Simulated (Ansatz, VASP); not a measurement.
# BeTe in VASP and in Ansatz

File POSCAR:

```
BeTe
1.0
    3.3650594837      0.0000000000      0.0000000000
    0.0000000000      3.3650594837      0.0000000000
    0.0000000000      0.0000000000      3.3650594837
Be Te
1 1
Direct
    0.0000000000      0.0000000000      0.0000000000
    0.5000000000      0.5000000000      0.5000000000
```

File INCAR.step1:

```
SYSTEM = BeTe
PREC     = Accurate       ! precision mode
ENCUT    = 520            ! plane-wave cutoff, eV
ISMEAR   = -1             ! smearing method
SIGMA    = 0.02           ! smearing width, eV
LREAL    = .FALSE.        ! projectors in reciprocal space
LASPH    = .TRUE.         ! aspherical terms in the spheres
NELM     = 100            ! most SCF steps
NBANDS   = 11             ! bands
GGA      = PE             ! functional
ALGO     = Normal         ! electronic algorithm
EDIFF    = 1E-4           ! SCF threshold, eV
LWAVE    = .TRUE.         ! write WAVECAR
LCHARG   = .FALSE.        ! write CHGCAR
```

File INCAR.step2:

```
SYSTEM = BeTe
PREC     = Accurate       ! precision mode
ENCUT    = 520            ! plane-wave cutoff, eV
EDIFF    = 1E-7           ! SCF threshold, eV
ISMEAR   = -1             ! smearing method
SIGMA    = 0.02           ! smearing width, eV
LREAL    = .FALSE.        ! projectors in reciprocal space
LASPH    = .TRUE.         ! aspherical terms in the spheres
NELM     = 100            ! most SCF steps
ALGO     = Normal         ! electronic algorithm
ISIF     = 2              ! what is computed and relaxed
LWAVE    = .FALSE.        ! write WAVECAR
LCHARG   = .FALSE.        ! write CHGCAR
METAGGA  = R2SCAN         ! meta-GGA
LMIXTAU  = .TRUE.       
NBANDS   = 11             ! bands
ISTART   = 1
```

KPOINTS

```
regular mesh
0
G
  6 6 6
  0 0 0
```

Input for Ansatz:

```yaml
crystal:
  lattice:
    - [3.3650594837, 0.0, 0.0]
    - [0.0, 3.3650594837, 0.0]
    - [0.0, 0.0, 3.3650594837]
  atoms:
    - { symbol: Be, position: [0.0, 0.0, 0.0] }
    - { symbol: Te, position: [0.5, 0.5, 0.5] }
kpoints:
  mp_grid: { grid: [6, 6, 6] }
hamiltonian:
  xc: r2scan
scf:
  occupations: { method: fermi_dirac, width: 0.02 }
  n_extra_bands: 4
output:
  forces: true
  stress: true
  eigenvalues: true
  write_density: true
  write_potential: true
  elf: true
  volumetric_format: npy
```

Alike in both runs: task single point; functional r2SCAN; k mesh 6 × 6 × 6; occupations fermi-dirac, width 0.02 eV; no spin polarisation.

|  | VASP | Ansatz |
| --- | --- | --- |
| version | VASP 6.6.1 | Ansatz 0.2.0 |
| potentials or method | VASP PAW PBE potentials, release 64 (Be, Te) | plane waves, PAW |
| plane-wave cutoff (eV) | 520 | 500 |
| valence electrons in the cell | 8 | 18 |

Ansatz gave:

- pressure (GPa): -0.3

**Question.** What did VASP give for the same quantities?

**Answer.** Pressure (GPa): -0.4.

VASP's potentials were made for PBE, not for r2SCAN. VASP's potentials hold 8 valence electrons a cell and Ansatz's 18, so a difference there can come from the potentials and not from the codes.

Spin-orbit coupling is off throughout.
